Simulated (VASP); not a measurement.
Runs of VASP 6.6.1 on PbSe. The structure is that of space group Fm-3m (No. 225), or close to it. The cells are those of the table. 

```tsv
level	cell	k mesh	cutoff (eV)	smearing	grid for exact exchange (PRECFOCK)	share of exact exchange	screening parameter	gap on the mesh (eV)	pressure (GPa)
PBE	a = 4.328 Å, angles 60.0°, 2 atoms	4 × 4 × 4	520	fermi-dirac 0.05 eV	-	-	-	0.29	2.4
PBEsol+D3(BJ)	a = 4.264 Å, angles 60.0°, 2 atoms	8 × 8 × 8	520	fermi-dirac 0.05 eV	-	-	-	0.04	(b)
PBEsol-based screened hybrid with 25 % exact exchange	a = 4.328 Å, angles 60.0°, 2 atoms	4 × 4 × 4	520	fermi-dirac 0.05 eV	Normal	0.25	0.207 1/Å	0.63	-0.7
PBEsol-based global hybrid with 25 % exact exchange	a = 4.385 Å, angles 60.0°, 2 atoms	4 × 4 × 4	520	fermi-dirac 0.05 eV	Normal	0.25	-	1.43	-2.8
r2SCAN	a = 4.328 Å, angles 60.0°, 2 atoms	4 × 4 × 4	520	fermi-dirac 0.05 eV	-	-	-	(c)	1.6
RPBE	a = 4.328 Å, angles 60.0°, 2 atoms	4 × 4 × 4	520	fermi-dirac 0.05 eV	-	-	-	0.38	(a)
r2SCANh+D3(BJ)	a = 4.018 Å, angles 60.0°, 2 atoms	4 × 4 × 4	440	gaussian 0.02 eV	Normal	0.1	-	0.70	17.6
```

Alike in all rows: task single point; potentials or basis VASP PAW PBE potentials, release 64 (Pb_d, Se); no spin polarisation.

Task: Estimate the missing entries.

Result: (a) 4.2; (b) -0.2; (c) 0.58.

Caveats: some runs use coarse meshes; spin-orbit coupling is left out, which moves the levels of the heavy elements; the PAW data sets were made with another functional, which shifts forces and pressure a little (at least some runs); three body term missing (at least some runs).

A k mesh can miss the band edges, and the runs leave out spin-orbit coupling on Pb, Se.
